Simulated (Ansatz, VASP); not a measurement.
One calculation of Ir, two programs

File INCAR:

```
SYSTEM = Ir
PREC = Accurate
ENCUT = 520
EDIFF = 1E-7
ISMEAR = 0
SIGMA = 0.15
LREAL = .False.
LASPH = .True.
NELM = 80
ALGO = Normal
ISIF = 2
LWAVE = .False.
LCHARG = .True.
GGA = PE
LELF = .True.
LVHAR = .True.
NBANDS = 10
```

KPOINTS

```
regular mesh
0
Gamma
  22 22 22
  0 0 0
```

File POSCAR:

```
Ir
1.0
    0.0000000000      2.0547745138      1.8538175663
    2.0547745138      0.0000000000      1.8538175663
    2.0547745138      2.0547745138      0.0000000000
Ir
1
Direct
    0.0000000000      0.0000000000      0.0000000000
```

Input for Ansatz:

```yaml
crystal:
  lattice:
    - [0.0, 2.0547745138, 1.8538175663]
    - [2.0547745138, 0.0, 1.8538175663]
    - [2.0547745138, 2.0547745138, 0.0]
  atoms:
    - { symbol: Ir, position: [0.0, 0.0, 0.0] }
basis:
  ecutwfc: 420
kpoints:
  mp_grid: { grid: [22, 22, 22] }
hamiltonian:
  xc: pbe
  pseudopotentials: { kind: paw, azcp: { folder: soft_1 } }
scf:
  occupations: { method: gaussian, width: 0.15 }
output:
  forces: true
  stress: true
  eigenvalues: true
```

Alike in both runs: task single point; functional PBE; k mesh 22 × 22 × 22; occupations gaussian, width 0.15 eV; no spin polarisation.

|  | VASP | Ansatz |
| --- | --- | --- |
| version | VASP 6.6.1 | Ansatz 0.2.0 |
| potentials or method | VASP PAW PBE potentials, release 64 (Ir), cutoff 520 eV | scalar-relativistic, plane waves, PAW |
| valence electrons in the cell | 9 | 17 |

|  | VASP | Ansatz | Ansatz less VASP |
| --- | --- | --- | --- |
| gap on the k mesh at the Fermi level (eV) | none | none | - |
| pressure (GPa) | -19.7 | -20.1 | -0.36 |
| traceless stress, the component that is largest in VASP (GPa) | 17.31 | 17.46 | +0.152 |

A gap of «none» marks a metal or a gap that the smearing closes. VASP's potentials hold 9 valence electrons a cell and Ansatz's 17, so a difference there can come from the potentials and not from the codes.

Spin-orbit coupling is off throughout.
